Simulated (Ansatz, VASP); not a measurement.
One calculation of MgO, two programs

```xyz
4
Lattice="0.0000 -2.1351 -2.1351 0.0000 2.1351 -2.1351 4.2703 0.0000 0.0000" Properties=species:S:1:pos:R:3 pbc="T T T"
Mg    2.1351    0.1125   -2.1351
Mg    0.0000   -0.1125    0.0000
O     0.0000   -0.0509   -2.1351
O     2.1351    0.0509    0.0000
```

Change from the starting cell: mode 4 (275.8 1/cm) frozen in, largest displacement +0.113 Å.

Alike in both runs: task single point; functional PBEsol; k mesh 8 × 8 × 6; occupations gaussian, width 0.05 eV; no spin polarisation.

|  | VASP | Ansatz |
| --- | --- | --- |
| version | VASP 6.6.1 | Ansatz 0.2.0 |
| potentials or method | VASP PAW PBE potentials, release 64 (Mg, O), cutoff 520 eV | scalar-relativistic, plane waves, PAW |
| valence electrons in the cell | 16 | 32 |

Ansatz gave:

* gap on the k mesh at the Fermi level (eV): 4.21
* least direct gap on the mesh (eV): 4.21
* pressure (GPa): -5.3
* traceless stress, the component that is largest in VASP (GPa): -0.98
* rms of the force components (eV/Å): 0.330

Problem. Estimate VASP's values.

Solution. gap on the k mesh at the Fermi level (eV): 4.21; least direct gap on the mesh (eV): 4.21; pressure (GPa): -5.9; traceless stress, the component that is largest in VASP (GPa): -1.00; rms of the force components (eV/Å): 0.333.

VASP's potentials were made for PBE, not for PBEsol. Atom by atom the forces differ by 0.003 eV/Å (rms over components). VASP's potentials hold 16 valence electrons a cell and Ansatz's 32, so a difference there can come from the potentials and not from the codes.
